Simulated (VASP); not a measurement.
A run of VASP 6.6.1:

INCAR

```
PREC = Accurate
ENCUT = 520
EDIFF = 1E-7
ISMEAR = 0
SIGMA = 0.05
LREAL = Auto
LASPH = T
NELM = 100
ALGO = Normal
ISIF = 2
LWAVE = F
LCHARG = F
GGA = PS
NBANDS = 118
```

Contents of KPOINTS:

```
regular mesh
0
Gamma
  3 3 3
```

The input POSCAR:

```
MoW14
1.0
    6.3200000000      0.0000000000      0.0000000000
    0.0000000000      6.3200000000      0.0000000000
    0.0000000000      0.0000000000      6.3200000000
Mo W
1 14
Direct
   -0.2478903210      0.2478903210      0.2478903210
    0.5001124839      0.0003142787      0.0003142787
   -0.0003142787      0.4998875161      0.0003142787
   -0.0003142787      0.0003142787      0.4998875161
    0.2482627095      0.2481458809      0.2481458809
    0.5001773363      0.4998226637     -0.0000133581
    0.5001773363     -0.0000133581      0.4998226637
    0.0000133581      0.4998226637      0.4998226637
    0.2477219355      0.7522780645      0.2478539298
    0.2477219355      0.2478539298      0.7522780645
    0.5002815952      0.4997184048      0.4997184048
    0.7518541191      0.7517372905      0.2481458809
    0.7518541191      0.2481458809      0.7517372905
    0.2481958798      0.7518041202      0.7518041202
    0.7521460702      0.7522780645      0.7522780645
```

Potentials or basis: VASP PAW PBE potentials, release 64 (Mo_sv, W_sv).

Command:

```bash
$ cat potpaw_PBE.64/Mo_sv/POTCAR potpaw_PBE.64/W_sv/POTCAR > POTCAR
$ mpirun -np 1 vasp_std > vasp.out
```

Hardware: 1 thread of Intel(R) Xeon(R) Platinum 8488C (Sapphire Rapids), on a shared host.

Task: How long does it take, and how much memory?

Result: It took 4 min on 1 thread of Intel(R) Xeon(R) Platinum 8488C (Sapphire Rapids), on a shared host, peak memory 0.37 GiB. Counts: scf iterations 19, k points 6.
